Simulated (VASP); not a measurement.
A run of VASP 6.6.1 is set up as follows.

Contents of INCAR:

```
SYSTEM = PtSe2
PREC = Accurate
ENCUT = 600
EDIFF = 1E-6
ISMEAR = 1
SIGMA = 0.05
LREAL = .FALSE.
LASPH = .TRUE.
NELM = 60
ALGO = Normal
ISIF = 3
LWAVE = .FALSE.
LCHARG = .FALSE.
GGA = PS
IBRION = 2
NSW = 80
EDIFFG = -0.03
```

The input KPOINTS:

```
Automatic mesh
0
G
  9 9 6
  0 0 0
```

Contents of POSCAR:

```
PtSe2
1.0
    3.7240000000      0.0000000000      0.0000000000
   -1.8620000000      3.2250786000      0.0000000000
    0.0000000000      0.0000000000      5.0620000000
Pt Se
1 2
Direct
    0.0000000000      0.0000000000      0.0000000000
    0.3333333333      0.6666666667      0.2500000000
    0.6666666667      0.3333333333      0.7500000000
```

Potentials or basis: VASP PAW PBE potentials, release 64 (Pt, Se).

Launch:

```sh
$ cat potpaw_PBE.64/Pt/POTCAR potpaw_PBE.64/Se/POTCAR > POTCAR
$ mpirun -np 1 vasp_std > vasp.out
```

Problem. Predict the relaxed volume.

Solution. 19.83 Å³/atom.

Problem. What does it give for the band gap on the k mesh?

Solution. Zero (bands 11 and 12 overlap by 0.78 eV).

Problem. What does it give for the space group after relaxing (to 0.1 Å)?

Solution. P-3m1 (No. 164).

Forces in eV/Å, atoms in the order of the input:
```
Pt   0.000  0.000  0.000
Se   0.000  0.000  0.018
Se   0.000  0.000 -0.018
```

Caveat: the PAW data sets were made with another functional, which shifts forces and pressure a little; spin-orbit coupling is left out, which moves the levels of the heavy elements.
